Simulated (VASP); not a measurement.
# CrGe6Mo2 (Fmmm) in VASP: further runs

Runs on CrGe6Mo2. Level: PBE. Tasks: single point.

All numbers are computed with VASP 6.6.1; they aren't measurements. Logs are shortened: lines on timing, memory, paths and dates and some standing lists are left out, and cuts for length are marked.

## 1. The cell of the first run

The structure is orthorhombic, space group Fmmm (No. 69). Conventional cell: a = 4.678 Å, b = 8.224 Å, c = 14.022 Å, α = 90.00°, β = 90.00°, γ = 90.00°. Within 3.5 Å of Cr (site symmetry mmm) lie 10 Ge at 2.66 to 2.79 Å and 4 Mo at 3.30 Å. Within 3.5 Å of Ge (site symmetry m2m) lie 9 Ge at 2.65 to 3.29 Å and 2 Mo at 2.68 Å and 3 Cr at 2.69 to 2.79 Å. Ge (site symmetry m) has 9 Ge at 2.65 to 3.35 Å and 1 Cr at 2.66 Å and 4 Mo at 2.69 to 2.79 Å within 3.5 Å. Mo (site symmetry mm2) has 10 Ge at 2.68 to 2.79 Å and 2 Cr at 3.30 Å and 2 Mo at 3.31 Å within 3.5 Å.

## 2. Single point, PBE

INCAR reads:

```
SYSTEM = CrGe6Mo2
ALGO = Normal
EDIFF = 1E-7
ENCUT = 520
GGA = PE
ISIF = 2
ISMEAR = 0
LASPH = .True.
LCHARG = .True.
LELF = .True.
LREAL = .False.
LVHAR = .True.
LWAVE = .False.
NBANDS = 72
NELM = 80
PREC = Accurate
SIGMA = 0.1
```

KPOINTS reads:

```
k-points
0
Gamma
  4 4 4
  0 0 0
```

POSCAR reads:

```
CrGe6Mo2
1.0
    0.0000000000      4.1121621000      7.0111961000
    2.3388320000      0.0000000000      7.0111961000
    2.3388320000      4.1121621000      0.0000000000
Cr Ge Mo
1 6 2
Direct
    0.0000000000      0.0000000000      0.0000000000
    0.6608100000      0.3391900000      0.6608100000
    0.9965000000      0.6740770000      0.3259230000
    0.3259230000      0.0035000000      0.9965000000
    0.3391900000      0.6608100000      0.3391900000
    0.6740770000      0.9965000000      0.0035000000
    0.0035000000      0.3259230000      0.6740770000
    0.3335760000      0.3335760000      0.6664240000
    0.6664240000      0.6664240000      0.3335760000
```

Potentials or basis: VASP PAW PBE potentials, release 64 (Cr_pv, Ge_d, Mo_sv).

Started as:

```sh
> cat potpaw_PBE.64/Cr_pv/POTCAR potpaw_PBE.64/Ge_d/POTCAR potpaw_PBE.64/Mo_sv/POTCAR > POTCAR
> mpirun -np 1 vasp_std > vasp.out
```

OUTCAR:

```text
SYSTEM = CrGe6Mo2
   EDIFF = 1E-7
   ENCUT = 520
   GGA = PE
   ISIF = 2
   ISMEAR = 0
   LASPH = .True.
   LREAL = .False.
   NELM = 80
   PREC = Accurate

 ion  position               nearest neighbor table
   1  0.000  0.000  0.000-   3 2.66   4 2.66   6 2.66   7 2.66   2 2.69   2 2.69   5 2.69   5 2.69
                             2 2.79   5 2.79   9 3.30   8 3.30   9 3.30   8 3.30
   2  0.661  0.339  0.661-   5 2.65   8 2.68   9 2.68   1 2.69   1 2.69   6 2.73   7 2.73   5 2.76
                             5 2.76   1 2.79
   3  0.996  0.674  0.326-   6 2.65   1 2.66   8 2.69   8 2.69   9 2.71   5 2.73   6 2.76   6 2.76
                             8 2.79   7 2.80
   4  0.326  0.004  0.996-   7 2.65   1 2.66   9 2.69   9 2.69   8 2.71   5 2.73   7 2.76   7 2.76
                             9 2.79   6 2.80
   5  0.339  0.661  0.339-   2 2.65   8 2.68   9 2.68   1 2.69   1 2.69   3 2.73   4 2.73   2 2.76
                             2 2.76   1 2.79
   6  0.674  0.996  0.004-   3 2.65   1 2.66   8 2.69   8 2.69   9 2.71   2 2.73   3 2.76   3 2.76
                             8 2.79   4 2.80
   7  0.004  0.326  0.674-   4 2.65   1 2.66   9 2.69   9 2.69   8 2.71   2 2.73   4 2.76   4 2.76
                             9 2.79   3 2.80
   8  0.334  0.334  0.666-   2 2.68   5 2.68   3 2.69   3 2.69   6 2.69   6 2.69   4 2.71   7 2.71
                             6 2.79   3 2.79   1 3.30   1 3.30   9 3.31   9 3.31
   9  0.666  0.666  0.334-   2 2.68   5 2.68   4 2.69   4 2.69   7 2.69   7 2.69   3 2.71   6 2.71
                             4 2.79   7 2.79   1 3.30   1 3.30   8 3.31   8 3.31

  LATTYP: Found a face centered orthorhombic cell.
 ALAT       =     4.6776640000
 B/A-ratio  =     1.7582118339
 C/A-ratio  =     2.9977339544

  Lattice vectors:

 A1 = (   0.0000000000,   4.1121621000,   7.0111961000)
 A2 = (   2.3388320000,   0.0000000000,   7.0111961000)
 A3 = (   2.3388320000,   4.1121621000,   0.0000000000)

Analysis of symmetry for initial positions (statically):
=====================================================================
 Subroutine PRICEL returns:
 Original cell was already a primitive cell.

 Routine SETGRP: Setting up the symmetry group for a
 face centered orthorhombic supercell.

 Subroutine GETGRP returns: Found  8 space group operations
 (whereof  8 operations were pure point group operations)
 out of a pool of  8 trial point group operations.

The static configuration has the point symmetry D_2h.

Analysis of symmetry for dynamics (positions and initial velocities):
=====================================================================
 Subroutine PRICEL returns:
 Original cell was already a primitive cell.

 Routine SETGRP: Setting up the symmetry group for a
 face centered orthorhombic supercell.

 Subroutine GETGRP returns: Found  8 space group operations
 (whereof  8 operations were pure point group operations)
 out of a pool of  8 trial point group operations.

The dynamic configuration has the point symmetry D_2h.

 Subroutine INISYM returns: Found  8 space group operations
 (whereof  8 operations are pure point group operations),
 and found     1 'primitive' translations

----------------------------------------------------------------------------------------

                                     Primitive cell

  volume of cell :     134.8625

  direct lattice vectors                    reciprocal lattice vectors
     0.000000000  4.112162100  7.011196100    -0.213781922  0.121590537  0.071314508
     2.338832000  0.000000000  7.011196100     0.213781922 -0.121590537  0.071314508
     2.338832000  4.112162100  0.000000000     0.213781922  0.121590537 -0.071314508

  length of vectors
     8.128145415  7.391008448  4.730751765     0.256071724  0.256071724  0.256071724

  position of ions in fractional coordinates (direct lattice)
     0.000000000  0.000000000  0.000000000
     0.660810000  0.339190000  0.660810000
     0.996500000  0.674077000  0.325923000
     0.325923000  0.003500000  0.996500000
     0.339190000  0.660810000  0.339190000
     0.674077000  0.996500000  0.003500000
     0.003500000  0.325923000  0.674077000
     0.333576000  0.333576000  0.666424000
     0.666424000  0.666424000  0.333576000

  ion indices of the primitive-cell ions
   primitive index   ion index
                 1           1
                 2           2
                 3           3
                 4           4
                 5           5
                 6           6
                 7           7
                 8           8
                 9           9

----------------------------------------------------------------------------------------

 KPOINTS: k-points

Automatic generation of k-mesh.
 Grid dimensions read from file:
 generate k-points for:    4    4    4

 Generating k-lattice:

  Cartesian coordinates                     Fractional coordinates (reciprocal lattice)
    -0.053445480  0.030397634  0.017828627     0.250000000  0.000000000  0.000000000
     0.053445480 -0.030397634  0.017828627     0.000000000  0.250000000  0.000000000
     0.053445480  0.030397634 -0.017828627    -0.000000000 -0.000000000  0.250000000

  Length of vectors
     0.064017931  0.064017931  0.064017931

  Shift w.r.t. Gamma in fractional coordinates (k-lattice)
     0.000000000  0.000000000  0.000000000

 Subroutine IBZKPT returns following result:
 ===========================================

 Found     18 irreducible k-points:

 Following reciprocal coordinates:
            Coordinates               Weight
  0.000000  0.000000  0.000000      1.000000
  0.250000  0.000000  0.000000      8.000000
  0.500000  0.000000  0.000000      4.000000
  0.250000  0.250000  0.000000      2.000000
  0.500000  0.250000  0.000000      8.000000
 -0.250000  0.250000  0.000000      4.000000
[... 10 lines left out ...]
 -0.250000  0.250000  0.500000      2.000000
  0.000000  0.500000  0.500000      1.000000
   k-points           NKPTS =     18   k-points in BZ     NKDIM =     18   number of bands    NBANDS=     72
   number of dos      NEDOS =    301   number of ions     NIONS =      9
   total plane-waves  NPLWV = 120960
   dimension x,y,z NGX =    60 NGY =   56 NGZ =   36
   dimension x,y,z NGXF=   120 NGYF=  112 NGZF=   72
   ions per type =               1   6   2
   NGX,Y,Z   is equivalent  to a cutoff of  12.27, 12.60, 12.65 a.u.
   NGXF,Y,Z  is equivalent  to a cutoff of  24.54, 25.19, 25.30 a.u.
 SYSTEM =  CrGe6Mo2
   PREC   = accura    normal or accurate (medium, high low for compatibility)
   ISTART =      0    job   : 0-new  1-cont  2-samecut
   ICHARG =      2    charge: 1-file 2-atom 10-const
   ISPIN  =      1    spin polarized calculation?
   LNONCOLLINEAR =      F non collinear calculations
   LSORBIT =      F    spin-orbit coupling
   LASPH  =      T    aspherical Exc in radial PAW
   ENCUT  =  520.0 eV  38.22 Ry    6.18 a.u.  15.11 13.74  8.80*2*pi/ulx,y,z
   NELM   =     80;   NELMIN=  2; NELMDL= -5     # of ELM steps
   EDIFF  = 0.1E-06   stopping-criterion for ELM
   LREAL  =      F    real-space projection
   EDIFFG = 0.1E-05   stopping-criterion for IOM
   NSW    =      0    number of steps for IOM
   IBRION =     -1    ionic relax: 0-MD 1-quasi-New 2-CG
   NFREE  =      0    steps in history (QN), initial steepest desc. (CG)
   ISIF   =      2    stress and relaxation
   ISYM   =      2    0-nonsym 1-usesym 2-fastsym
   POTIM  = 0.5000    time-step for ionic-motion
   TEBEG  =    0.0;   TEEND  =   0.0 temperature during run
   PSTRESS=    0.0 pullay stress
   NELECT =     124.0000    total number of electrons
   NUPDOWN=      -1.0000    fix difference up-down
   EMIN   =  10.00;   EMAX   =-10.00  energy-range for DOS
   EFERMI =   0.00;   METHOD = LEGACY
   ISMEAR =     0;   SIGMA  =   0.10  broadening in eV -4-tet -1-fermi 0-gaus
   EFERMI_NEDOS =   21; number of points for ismear=-14 and -15
   IALGO  =     38    algorithm
   IMIX   =      4    mixing-type and parameters
     AMIX     =   0.40;   BMIX     =  1.00
     AMIX_MAG =   1.60;   BMIX_MAG =  1.00
  volume/ion in A,a.u.               =      14.98       101.12
  Fermi-wavevector in a.u.,A,eV,Ry     =   1.591909  3.008272 34.479539  2.534175
  Thomas-Fermi vector in A             =   2.690376
   LORBIT       =      0    0 simple, 1 ext, 2 COOP (PROOUT), +10 PAW based schemes
   GGA     = PE    functional components
   LHFCALC =     F    Hartree Fock is set to
   AEXX    =    0.0000 exact exchange contribution
   IVDW    =     0    specifies the selected vdW correction
   LEPSILON=     F    determine dielectric tensor
   LRPA    =     F    only Hartree local field effects (RPA)
 non-spin polarized calculation
 Gauss-broadening in eV      SIGMA  =   0.10
  energy-cutoff  :      520.00
  volume of cell :      134.86
 maximum number of plane-waves:      3664
   NGX = 31   NGY = 27   NGZ = 17

 number of electron     123.9999985 magnetization

 Free energy of the ion-electron system (eV)
  ---------------------------------------------------
  ext. energy  EPLUGINS =         0.00000000
  ---------------------------------------------------
  free energy    TOTEN  =       -59.04587107 eV

  energy without entropy =      -59.03659521  energy(sigma->0) =      -59.04123314

 E-fermi :   9.8715     XC(G=0): -12.7220

 val. band max:        9.8339641684   @ k =  -0.2500   0.5000   0.2500
 cond. band min:       9.9529032125   @ k =   0.0000   0.5000   0.5000
 fundamental gap:      0.1189390442
 Fermi energy:         9.8714884963

 k-point     1 :       0.0000    0.0000    0.0000
  band No.  band energies     occupation
      1     -50.8867      2.00000
      2     -50.8755      2.00000
      3     -33.0446      2.00000
      4     -33.0239      2.00000
      5     -32.9525      2.00000
      6     -25.0854      2.00000
[... 64 lines left out ...]
     71      12.9441      0.00000
     72      13.4473      0.00000
[... 1273 lines left out ...]
     71      13.6414      0.00000
     72      14.5601      0.00000

------------------------ aborting loop because EDIFF is reached ----------------------------------------

  FORCE on cell =-STRESS in cart. coord.  units (eV):
  Direction    XX          YY          ZZ          XY          YZ          ZX
  --------------------------------------------------------------------------------------
  -------------------------------------------------------------------------------------
  Total        0.1149590      0.1850058      0.3191003      0.0000000      0.0000000      0.0000000
  in kB        1.3657217      2.1978827      3.7909360      0.0000000      0.0000000      0.0000000
  external PRESSURE =       2.4515135 kB  Pullay stress =       0.0000000 kB

 VOLUME and BASIS-vectors are now :
 -----------------------------------------------------------------------------
  energy-cutoff  :      520.00
  volume of cell :      134.86
      direct lattice vectors                 reciprocal lattice vectors
     0.000000000  4.112162100  7.011196100    -0.213781922  0.121590537  0.071314508
     2.338832000  0.000000000  7.011196100     0.213781922 -0.121590537  0.071314508
     2.338832000  4.112162100  0.000000000     0.213781922  0.121590537 -0.071314508

 POSITION                                       TOTAL-FORCE (eV/Angst)
 -----------------------------------------------------------------------------------
      0.00000      0.00000      0.00000         0.000000      0.000000      0.000000
      2.33883      5.43472      7.01120         0.000000      0.007429      0.000000
      2.33883      5.43802     11.71274         0.000000      0.018703      0.009246
      2.33883      5.43802      2.30965         0.000000      0.018703     -0.009246
      2.33883      2.78961      7.01120         0.000000     -0.007429      0.000000
      2.33883      2.78631     11.71274         0.000000     -0.018703      0.009246
      2.33883      2.78631      2.30965         0.000000     -0.018703     -0.009246
      2.33883      4.11216      4.67753         0.000000      0.000000      0.045678
      2.33883      4.11216      9.34486         0.000000      0.000000     -0.045678
 -----------------------------------------------------------------------------------
    total drift:                               -0.000000     -0.000000      0.000000

  FREE ENERGIE OF THE ION-ELECTRON SYSTEM (eV)
  ---------------------------------------------------
  free  energy   TOTEN  =       -59.0458710669 eV

  energy  without entropy=      -59.0365952138  energy(sigma->0) =      -59.04123314
```

Run time: 2.7 min. Hardware: 1 thread of Intel Xeon 6975P-C (Granite Rapids), shared host; peak memory 0.41 GiB.

What came out:

* Free energy: -59.0459 eV
* Pressure: 0.2 GPa
* Largest force: 0.046 eV/Å
* Band gap on the k mesh: zero (bands 62 and 63 overlap by 0.51 eV)

Forces on the atoms (eV/Å):
```
Cr   0.000  0.000  0.000
Ge   0.000  0.007  0.000
Ge   0.000  0.019  0.009
Ge   0.000  0.019 -0.009
Ge   0.000 -0.007  0.000
Ge   0.000 -0.019  0.009
Ge   0.000 -0.019 -0.009
Mo   0.000  0.000  0.046
Mo   0.000  0.000 -0.046
```

Levels at points of the mesh, in eV from the Fermi level:
```csv
k point,band 58,band 59,band 60,band 61,band 62,band 63,band 64,band 65,band 66,band 67
"(0.00, 0.00, 0.00)",-1.90,-1.86,-1.50,-1.28,0.31,2.03,2.05,2.16,2.31,2.49
"(0.50, 0.00, 0.00)",-1.78,-1.35,-1.20,-1.01,-0.05,0.95,0.98,1.60,1.65,1.66
"(0.50, 0.50, 0.00)",-1.45,-1.19,-1.18,-1.15,-0.92,0.89,1.41,1.46,1.47,2.06
"(0.50, 0.00, 0.50)",-1.44,-1.09,-0.36,-0.34,-0.20,-0.20,0.34,0.63,1.03,1.11
"(0.00, 0.50, 0.50)",-0.99,-0.69,-0.69,-0.45,-0.39,0.08,0.22,0.67,1.18,1.54
```

Caveat: the k points lie up to 0.40 Å⁻¹ apart, too coarse for converged energies and pressures of a metal; the run has no spin polarisation, though such a crystal can be magnetic.

## 3. Single point, PBE

This run uses another cell than the first one, of the same volume but with other edges.

INCAR reads:

```
SYSTEM = CrGe6Mo2
PREC = Accurate ; ENCUT = 520
EDIFF = 1E-7 ; ISMEAR = 0
SIGMA = 0.2 ; LREAL = .FALSE.
LASPH = .TRUE. ; NELM = 80
ALGO = Normal ; ISIF = 2
LWAVE = .FALSE. ; LCHARG = .FALSE.
GGA = PE ; NBANDS = 72
```

KPOINTS reads:

```
Automatic mesh
0
G
  6 6 6
  0 0 0
```

POSCAR reads:

```
CrGe6Mo2
1.0
    4.6776640000      0.0000000000      0.0000000000
    2.3388320000      4.1121621000      0.0000000000
    2.3388320000      0.0000000000      7.0111961000
Cr Ge Mo
1 6 2
Direct
    0.0000000000      0.0000000000      0.0000000000
    0.3391900000      0.3216200000      1.0000000000
    0.0035000000      0.3224230000      0.6705770000
    0.6740770000      0.3224230000      0.3294230000
    0.6608100000      0.6783800000      1.0000000000
    0.3259230000      0.6775770000      0.6705770000
    0.9965000000      0.6775770000      0.3294230000
    0.6664240000      0.0000000000      0.6671520000
    0.3335760000      0.0000000000      0.3328480000
```

Potentials or basis: VASP PAW PBE potentials, release 64 (Cr_pv, Ge_d, Mo_sv).

Started as:

```sh
> cat potpaw_PBE.64/Cr_pv/POTCAR potpaw_PBE.64/Ge_d/POTCAR potpaw_PBE.64/Mo_sv/POTCAR > POTCAR
> mpirun -np 1 vasp_std > vasp.out
```

It took 4.9 min on 1 thread of Intel Xeon 6975P-C (Granite Rapids), shared host; peak memory 0.49 GiB.

It converged, with:

| Item | Value |
| --- | --- |
| Free energy | -59.0423 eV |
| Pressure | 0.3 GPa |
| Largest force | 0.015 eV/Å |
| Band gap on the k mesh | zero (bands 62 and 63 overlap by 0.52 eV) |

Forces on the atoms (eV/Å):
```
Cr   0.000  0.000  0.000
Ge   0.000  0.009  0.000
Ge   0.000  0.014  0.003
Ge   0.000  0.014 -0.003
Ge   0.000 -0.009  0.000
Ge   0.000 -0.014  0.003
Ge   0.000 -0.014 -0.003
Mo   0.000  0.000  0.005
Mo   0.000  0.000 -0.005
```

Stress tensor (GPa, compression positive):
```
0.22 0.00 0.00
0.00 0.51 0.00
0.00 0.00 0.26
```

Levels at points of the mesh, in eV from the Fermi level:
```tsv
k point	band 60	band 61	band 62	band 63	band 64	band 65
(0.00, 0.00, 0.00)	-1.57	-1.34	0.25	1.97	1.98	2.09
(0.50, 0.00, 0.00)	-1.26	-1.08	-0.11	0.88	0.91	1.53
(0.00, 0.50, 0.00)	-0.42	-0.40	-0.27	-0.27	0.28	0.57
(0.00, 0.00, 0.50)	-1.24	-1.22	-0.99	0.83	1.35	1.40
(0.00, 0.50, 0.50)	-0.75	-0.52	-0.45	0.02	0.15	0.61
```

Caveat: the run has no spin polarisation, though such a crystal can be magnetic. Spin polarisation is off, so any magnetic state and its effect on volume and gap are missing.

(Continued in part 2 of 2.)
